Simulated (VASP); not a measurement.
A run of VASP 6.6.1 is set up as follows.

INCAR

```
SYSTEM = GdO
PREC     = Accurate       ! precision mode
ENCUT    = 520            ! plane-wave cutoff, eV
EDIFF    = 1E-7           ! SCF threshold, eV
ISMEAR   = 0              ! smearing method
SIGMA    = 0.05           ! smearing width, eV
LREAL    = .FALSE.        ! projectors in reciprocal space
LASPH    = .TRUE.         ! aspherical terms in the spheres
NELM     = 150            ! most SCF steps
ALGO     = Normal         ! electronic algorithm
ISIF     = 2              ! what is computed and relaxed
LWAVE    = .FALSE.        ! write WAVECAR
LCHARG   = .TRUE.         ! write CHGCAR
ISPIN    = 2              ! spin polarisation
MAGMOM   = 0.5 0          ! initial moments
LORBIT   = 11             ! projections on sites
LMAXMIX  = 6              ! l up to which the mixer works
LDAU     = .TRUE.         ! DFT+U
LDAUTYPE = 2            
LDAUL    = 3 -1           ! shell
LDAUU    = 6 0            ! U, eV
LDAUJ    = 0 0          
LDAUPRINT= 1            
GGA      = PE             ! functional
LELF     = .TRUE.         ! ELF
LVHAR    = .TRUE.       
NBANDS   = 23             ! bands
```

File KPOINTS:

```
Automatic mesh
0
G
  10 10 10
  0 0 0
```

Contents of POSCAR:

```
GdO
1.0
    0.0000000000      2.6984308834      2.6984308834
    2.6984308834      0.0000000000      2.6984308834
    2.6984308834      2.6984308834      0.0000000000
Gd O
1 1
Direct
    0.0000000000      0.0000000000      0.0000000000
    0.2500000000      0.2500000000      0.2500000000
```

Potentials or basis: VASP PAW PBE potentials, release 64 (Gd, O).

The run is started by

```console
$ cat potpaw_PBE.64/Gd/POTCAR potpaw_PBE.64/O/POTCAR > POTCAR
$ mpirun -np 1 vasp_std > vasp.out
```

Question: Estimate the net moment.

Answer: 7.93 μB per cell.

Question: Predict the site moments.

Answer: Gd +7.07; O +0.01 μB.

Question: What does it give for the pressure?

Answer: 0.0 GPa.

Eigenvalues of the final occupation matrices:
```csv
site,spin,trace,eigenvalues
site 1 f,1,6.95,0.99 0.99 0.99 0.99 0.99 0.99 1.00
site 1 f,2,0.03,0.00 0.00 0.00 0.00 0.00 0.00 0.01
```

Caveat: spin-orbit coupling is left out, which moves the levels of the heavy elements; a cell with one magnetic atom can't hold antiferromagnetic order, which such compounds often take. The state reached can hang on the start; a lower one may exist.
